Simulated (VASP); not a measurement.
Set up this calculation in VASP 6.6.1, as the native input.

```yaml
Task: relaxation of cell and atoms
Functional: PBE
Potentials_or_basis: VASP PAW PBE potentials, release 64 (K_sv, Pr_3, Br), 4f in core
Cutoff: 500 eV
k_mesh: 4 × 4 × 4
Occupations: gaussian, width 0.1 eV
Spin: no spin polarisation
Dipole_correction: no
Further_INCAR_settings: ALGO = Normal; EDIFF = 1e-07; IBRION = 2; EDIFFG = -0.04; NSW = 90; ISIF = 3
```

The structure of KPrBr4 lies in POSCAR:

```
KPrBr4
1.0
    5.0150628500      0.0000000000      0.0000000000
    0.0000000000      5.0150628500      0.0000000000
    0.0000000000      0.0000000000      7.0994603000
K Pr Br
1 1 4
Direct
    0.5000000000      0.5000000000      0.5000000000
    0.0000000000      0.0000000000      0.0000000000
    0.5000000000      0.0000000000      0.7464669900
    0.0000000000      0.5000000000      0.2535330100
    0.5000000000      0.0000000000      0.2535330100
    0.0000000000      0.5000000000      0.7464669900
```

The cell was generated, and may not be a known phase.

These files were run (other wordings do the same):

INCAR

```
SYSTEM = KPrBr4
ALGO = Normal
EDIFF = 1E-7
EDIFFG = -0.04
ENCUT = 500
GGA = PE
GGA_COMPAT = .False.
IBRION = 2
ISIF = 3
ISMEAR = 0
LASPH = .True.
LCHARG = .False.
LMAXMIX = 6
LREAL = .False.
LWAVE = .False.
NELM = 200
NELMIN = 4
NSW = 90
PREC = Accurate
SIGMA = 0.1
```

KPOINTS

```
k-points
0
Gamma
  4 4 4
  0 0 0
```

Potentials or basis: VASP PAW PBE potentials, release 64 (K_sv, Pr_3, Br), 4f in core.

The run is started by

```bash
$ cat potpaw_PBE.64/K_sv/POTCAR potpaw_PBE.64/Pr_3/POTCAR potpaw_PBE.64/Br/POTCAR > POTCAR
$ mpirun -np 1 vasp_std > vasp.out
```

Results of the run:

```yaml
Relaxed_volume: 34.71 Å³/atom
Relaxed_cell: a = 5.136 Å, b = 5.136 Å, c = 7.895 Å, α = 90.00°, β = 90.00°, γ = 90.00°
Space_group_after_relaxing_to_0.1_Å: P4/mmm (No. 123)
Energy_gained_by_relaxing: 104.2 meV/atom
Ionic_steps: 10
Pressure_after_relaxing: 0.1 GPa
Largest_force_after_relaxing: 0.009 eV/Å
Band_gap_on_the_k_mesh: 2.65 eV (least direct gap 2.93 eV)
```

Caveat: the volume moved by over 15 % at a fixed basis, so the end points are rough; spin-orbit coupling is left out, which moves the levels of the heavy elements; the 4f electrons are frozen in the core, so they carry no moment and show no levels.

Wall time 9.1 min on 1 thread of Intel(R) Xeon(R) 6975P-C (Granite Rapids) (shared host), peak memory 0.35 GiB.
